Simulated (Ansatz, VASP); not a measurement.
**One calculation of Y5AlN6, two programs**

```
CELL_PARAMETERS angstrom
3.43067 0.00000 0.00000
0.00000 3.43067 0.00000
0.00000 0.00000 14.24697
ATOMIC_POSITIONS crystal
Y 0.00000 0.00000 0.82724
Y 0.50000 0.50000 0.00000
Y 0.00000 0.00000 0.17276
Y 0.50000 0.50000 0.34702
Y 0.50000 0.50000 0.65298
Al 0.00000 0.00000 0.50000
N 0.00000 0.00000 0.00000
N 0.50000 0.50000 0.17125
N 0.00000 0.00000 0.35277
N 0.50000 0.50000 0.50000
N 0.00000 0.00000 0.64723
N 0.50000 0.50000 0.82875
```

Alike in both runs: functional PBE; k mesh 6 × 6 × 2; occupations gaussian, width 0.1 eV; no spin polarisation.

Ansatz relaxed the structure, and its values are those at the end. VASP's run is a single point on that final structure, the one shown.

|  | VASP | Ansatz |
| --- | --- | --- |
| version | VASP 6.6.1 | Ansatz 0.2.0 |
| potentials or method | VASP PAW PBE potentials, release 64 (Y_sv, Al, N), cutoff 520 eV | scalar-relativistic, plane waves, PAW |
| valence electrons in the cell | 88 | 88 |

```csv
,VASP,Ansatz,Ansatz less VASP
gap on the k mesh at the Fermi level (eV),0.20,0.20,+0.002
least direct gap on the mesh (eV),0.20,0.20,+0.002
pressure (GPa),0.0,0.2,+0.18
rms of the force components (eV/Å),0.010,0.010,-0.0002
```

With one functional, cell and mesh, what is left measures potentials, basis and numerics.
